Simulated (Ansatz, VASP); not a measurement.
# One calculation of Zn2SbO3, two programs

```xyz
6
Lattice="6.2440 0.0000 0.0000 -3.1220 5.4075 0.0000 0.0000 0.0000 3.3028" Properties=species:S:1:pos:R:3 pbc="T T T"
Zn    0.0000    3.6050    0.0000
Zn    3.1220    1.8025    0.0000
Sb    0.0000    0.0000    0.0000
O     3.1220    0.0000    0.0000
O    -1.5610    2.7037    0.0000
O     1.5610    2.7037    0.0000
```

Alike in both runs: functional PBE; k mesh 3 × 3 × 6; occupations gaussian, width 0.1 eV; no spin polarisation.

Ansatz relaxed the structure, and its values are those at the end. VASP's run is a single point on that final structure, the one shown.

```csv
,VASP,Ansatz
version,VASP 6.6.1,Ansatz 0.2.0
potentials or method,"VASP PAW PBE potentials, release 64 (Zn, Sb_d_GW, O), cutoff 600 eV","scalar-relativistic, plane waves, PAW"
valence electrons in the cell,57,57
```

Ansatz gave:

| Quantity | Value |
| --- | --- |
| gap on the k mesh at the Fermi level (eV) | none |
| pressure (GPa) | 0.0 |

Q: What did VASP give for the same quantities?

A: gap on the k mesh at the Fermi level (eV): none; pressure (GPa): 0.5.

A gap of «none» marks a metal or a gap that the smearing closes. With one functional, cell and mesh, what is left measures potentials, basis and numerics.

The k mesh is coarse, so the values compare programs but aren't converged. Spin-orbit coupling is off throughout.
